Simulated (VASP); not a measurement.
Here is a VASP 6.6.1 calculation.

File POSCAR:

```
LiF
1.0
    3.0810519475      0.0000000000      0.0000000000
   -1.5405259738      2.6682692570      0.0000000000
    0.0000000000      0.0000000000      4.7852337722
Li F
2 2
Direct
    0.3333333333      0.6666666667      0.3824388604
    0.6666666667      0.3333333333      0.8824388604
    0.3333333333      0.6666666667      0.9925591396
    0.6666666667      0.3333333333      0.4925591396
```

The input INCAR.step1:

```
PREC = Accurate
ENCUT = 520
ISMEAR = 0
SIGMA = 0.01
LREAL = False
LASPH = True
NELM = 100
NBANDS = 18
GGA = PE
ALGO = Normal
EDIFF = 1E-4
LWAVE = True
LCHARG = False
```

INCAR.step2

```
PREC = Accurate
ENCUT = 520
EDIFF = 1E-6
ISMEAR = 0
SIGMA = 0.01
LREAL = False
LASPH = True
NELM = 100
ALGO = Normal
ISIF = 2
LWAVE = False
LCHARG = False
METAGGA = R2SCAN
LMIXTAU = True
NBANDS = 18
ISTART = 1
```

KPOINTS

```
Automatic mesh
0
Gamma
  6 6 4
```

Potentials or basis: VASP PAW PBE potentials, release 64 (Li_sv, F).

Run with:

```bash
$ cat potpaw_PBE.64/Li_sv/POTCAR potpaw_PBE.64/F/POTCAR > POTCAR
$ cp INCAR.step1 INCAR
$ mpirun -np 1 vasp_std > vasp.out
$ cp INCAR.step2 INCAR
$ mpirun -np 1 vasp_std > vasp.out
```

Problem. What does it give for the largest force?

Solution. 0.003 eV/Å.

Problem. Predict the band gap on the k mesh.

Solution. 8.68 eV, direct.

Forces on the atoms (eV/Å):
```
Li   0.000  0.000  0.003
Li   0.000  0.000  0.003
F    0.000  0.000 -0.003
F    0.000  0.000 -0.003
```

Caveat: the PAW data sets were made with another functional, which shifts forces and pressure a little. A k mesh can miss the band edges.
